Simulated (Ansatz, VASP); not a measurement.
MgS: VASP beside Ansatz

Contents of POSCAR:

```
MgS
1.0
    0.0667560700      2.5184650300      2.7068920500
    3.0521833800      0.1936562600      2.5799918600
    3.3922924900      2.7316739500     -0.1464528500
Mg S
1 1
Direct
    0.9960441600      0.0048933100      0.0057007100
    0.7539558400      0.7451066900      0.7442992900
```

File INCAR.step1:

```
SYSTEM = MgS
  PREC = Accurate
  ENCUT = 520
  EDIFF = 1E-5
  ISMEAR = -1
  SIGMA = 0.05
  LREAL = .False.
  LASPH = .True.
  NELM = 60
  ALGO = Normal
  ISIF = 2
  LWAVE = .True.
  NBANDS = 11
  GGA = PE
```

File INCAR.step2:

```
SYSTEM = MgS
  PREC = Accurate
  ENCUT = 520
  EDIFF = 1E-6
  ISMEAR = -1
  SIGMA = 0.05
  LREAL = .False.
  LASPH = .True.
  NELM = 60
  ALGO = Normal
  ISIF = 2
  LWAVE = .False.
  LCHARG = .True.
  GGA = PE
  LHFCALC = .True.
  AEXX = 0.25
  HFSCREEN = 0.2
  PRECFOCK = Normal
  LELF = .True.
  LVHAR = .True.
  NBANDS = 11
  ISTART = 1
```

The input KPOINTS:

```
regular mesh
0
Gamma
  5 5 4
  0 0 0
```

File input:

```
crystal:
  lattice:
    - [0.06675607, 2.51846503, 2.70689205]
    - [3.05218338, 0.19365626, 2.57999186]
    - [3.39229249, 2.73167395, -0.14645285]
  atoms:
    - { symbol: Mg, position: [0.99604416, 0.00489331, 0.00570071] }
    - { symbol: S, position: [0.75395584, 0.74510669, 0.74429929] }
hamiltonian:
  xc: { exchange: pbe, correlation: pbe, exx: { coeff: 0.25, omega: 0.2 } }
  pseudopotentials: { kind: paw }
kpoints:
  mp_grid: { grid: [5, 5, 4] }
scf:
  occupations: { method: fermi_dirac, width: 0.05 }
output:
  forces: true
  stress: true
  eigenvalues: true
  write_density: true
  write_potential: true
  elf: true
  volumetric_format: npy
```

Alike in both runs: task single point; functional PBE-based screened hybrid; k mesh 5 × 5 × 4; occupations fermi-dirac, width 0.05 eV; no spin polarisation.

```csv
,VASP,Ansatz
version,VASP 6.6.1,Ansatz 0.2.0
potentials or method,"VASP PAW PBE potentials, release 64 (Mg, S)",Ansatz PAW
plane-wave cutoff (eV),520,420
valence electrons in the cell,8,16
```

```csv
,VASP,Ansatz,Ansatz less VASP
gap on the k mesh at the Fermi level (eV),3.78,3.79,+0.016
least direct gap on the mesh (eV),3.87,3.88,+0.017
pressure (GPa),3.5,3.7,+0.16
"traceless stress, the component that is largest in VASP (GPa)",-8.58,-8.58,+0.007
rms of the force components (eV/Å),1.019,1.021,+0.0021
```

VASP's potentials were made for PBE, not for PBE-based screened hybrid. Atom by atom the forces differ by 0.003 eV/Å (rms over components). VASP's potentials hold 8 valence electrons a cell and Ansatz's 16, so a difference there can come from the potentials and not from the codes.

The k mesh is coarse, so the values compare programs but aren't converged. Noted on Ansatz's run: odd divisions of the mesh miss points on the zone boundary, where band edges often lie, so the gap on the mesh can be too wide.
